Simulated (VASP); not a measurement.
Set up this calculation in VASP 6.6.1, as the native input.

- Task: single point
- Functional: PBE
- Potentials or basis: VASP PAW PBE potentials, release 64 (Au)
- Cutoff: 520 eV
- k mesh: 10 × 10 × 10
- Occupations: fermi-dirac, width 0.1 eV
- Spin: no spin polarisation
- Dipole correction: no
- Further INCAR settings: ALGO = Normal; EDIFF = 1e-06; NBANDS = 12

The structure of Au lies in POSCAR:

```
Au
1.0
    0.0000000000      2.0083658934      2.0083658934
    2.0083658934      0.0000000000      2.0083658934
    2.0083658934      2.0083658934      0.0000000000
Au
1
Direct
    0.0000000000      0.0000000000      0.0000000000
```

One way to write it, as run:

INCAR

```
ALGO     = Normal         # electronic algorithm
EDIFF    = 1E-6           # SCF threshold, eV
ENCUT    = 520            # plane-wave cutoff, eV
GGA      = PE             # functional
ISIF     = 2              # what is computed and relaxed
ISMEAR   = -1             # smearing method
LASPH    = T              # aspherical terms in the spheres
LCHARG   = F              # write CHGCAR
LREAL    = F              # projectors in reciprocal space
LWAVE    = F              # write WAVECAR
NBANDS   = 12             # bands
NELM     = 100            # most SCF steps
PREC     = Accurate       # precision mode
SIGMA    = 0.1            # smearing width, eV
```

KPOINTS

```
k-points
0
Gamma
  10 10 10
```

Potentials or basis: VASP PAW PBE potentials, release 64 (Au).

Command:

```bash
$ cat potpaw_PBE.64/Au/POTCAR > POTCAR
$ mpirun -np 1 vasp_std > vasp.out
```

Results of the run:

```
Pressure : 19.6 GPa
```

Wall time 24 s on 1 thread of AMD EPYC 7R13 (shared host), peak memory 0.11 GiB.
